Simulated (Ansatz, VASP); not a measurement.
## One calculation of WS2, two programs

The input INCAR:

```
SYSTEM = WS2
PREC = Accurate
ENCUT = 520
EDIFF = 1E-6
ISMEAR = 0
SIGMA = 0.05
LREAL = .False.
LASPH = .True.
NELM = 60
ALGO = Fast
ISIF = 2
LWAVE = .False.
LCHARG = .False.
GGA = PE
IVDW = 12
NBANDS = 35
```

The input KPOINTS:

```
Automatic mesh
0
Gamma
  12 12 4
  0 0 0
```

Contents of POSCAR:

```
WS2
1.0
    3.1542063626      0.0000000000      0.0000000000
   -1.5771031813      2.7316228388      0.0000000000
    0.0000000000      0.0000000000     12.1399047294
W S
2 4
Direct
    0.3333333333      0.6666666667      0.2500000000
    0.6666666667      0.3333333333      0.7500000000
    0.4717900306      0.7358950153      0.5933480087
    0.8051233640      0.4025616820      0.0933480087
    0.4717900306      0.7358950153      0.8527732485
    0.8051233640      0.4025616820      0.3527732485
```

Input for Ansatz:

```yaml
crystal:
  lattice:
    - [3.1542063626, 0.0, 0.0]
    - [-1.5771031813, 2.7316228388, 0.0]
    - [0.0, 0.0, 12.1399047294]
  atoms:
    - { symbol: W, position: [0.3333333333, 0.6666666667, 0.25] }
    - { symbol: W, position: [0.6666666667, 0.3333333333, 0.75] }
    - { symbol: S, position: [0.4717900306, 0.7358950153, 0.5933480087] }
    - { symbol: S, position: [0.805123364, 0.402561682, 0.0933480087] }
    - { symbol: S, position: [0.4717900306, 0.7358950153, 0.8527732485] }
    - { symbol: S, position: [0.805123364, 0.402561682, 0.3527732485] }
basis:
  ecutwfc: 420
kpoints:
  mp_grid: { grid: [12, 12, 4] }
hamiltonian:
  xc: pbe
  dispersion: d3bj
scf:
  occupations: { method: gaussian, width: 0.05 }
output:
  forces: true
  stress: true
  eigenvalues: true
```

Change from the starting cell: all S atoms moved -0.500 Å, as atom 3 towards its neighbour atom 2 (W) at 2.407 Å.

Alike in both runs: task single point; functional PBE; dispersion D3(BJ); k mesh 12 × 12 × 4; occupations gaussian, width 0.05 eV; no spin polarisation.

|  | VASP | Ansatz |
| --- | --- | --- |
| version | VASP 6.6.1 | Ansatz 0.2.0 |
| potentials or method | VASP PAW PBE potentials, release 64 (W_sv, S), cutoff 520 eV | scalar-relativistic, plane waves, PAW |
| valence electrons in the cell | 52 | 52 |

|  | VASP | Ansatz | Ansatz less VASP |
| --- | --- | --- | --- |
| gap on the k mesh at the Fermi level (eV) | none | none | - |
| pressure (GPa) | 22.0 | 22.2 | +0.16 |
| traceless stress, the component that is largest in VASP (GPa) | -19.12 | -19.31 | -0.196 |
| rms of the force components (eV/Å) | 6.667 | 6.691 | +0.0239 |

Atom by atom the forces differ by 0.036 eV/Å (rms over components). A gap of «none» marks a metal or a gap that the smearing closes.

Spin-orbit coupling is off throughout.
